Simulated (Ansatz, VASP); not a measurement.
Zr3TiB4: VASP beside Ansatz

```
CELL_PARAMETERS angstrom
3.12442 0.00000 0.00000
-1.56221 2.70583 0.00000
0.00000 0.00000 12.25597
ATOMIC_POSITIONS crystal
Zr 0.00000 0.00000 0.72739
Zr 0.00000 0.00000 0.27261
Zr 0.33333 0.66667 0.50000
Ti 0.00000 0.00000 0.00000
B 0.33333 0.66667 0.87027
B 0.66667 0.33333 0.86999
B 0.33333 0.66667 0.12973
B 0.66667 0.33333 0.13001
```

Alike in both runs: task relaxation of cell and atoms; functional PBE; k mesh 12 × 12 × 4; occupations gaussian, width 0.1 eV; no spin polarisation.

```csv
,VASP,Ansatz
version,VASP 6.6.1,Ansatz 0.2.0
potentials or method,"VASP PAW PBE potentials, release 64 (Zr_sv, Ti_sv, B), cutoff 600 eV","scalar-relativistic, plane waves, PAW"
valence electrons in the cell,60,60
```

|  | VASP | Ansatz | Ansatz less VASP |
| --- | --- | --- | --- |
| gap on the k mesh at the Fermi level, each at its own relaxed structure (eV) | none | none | - |
| relaxed volume (Å³/atom) | 12.96 | 12.95 | -0.004 |
| relaxed cell length with the largest relative difference (Å) | 3.125 | 3.125 | -0.0005 |

A gap of «none» marks a metal or a gap that the smearing closes.
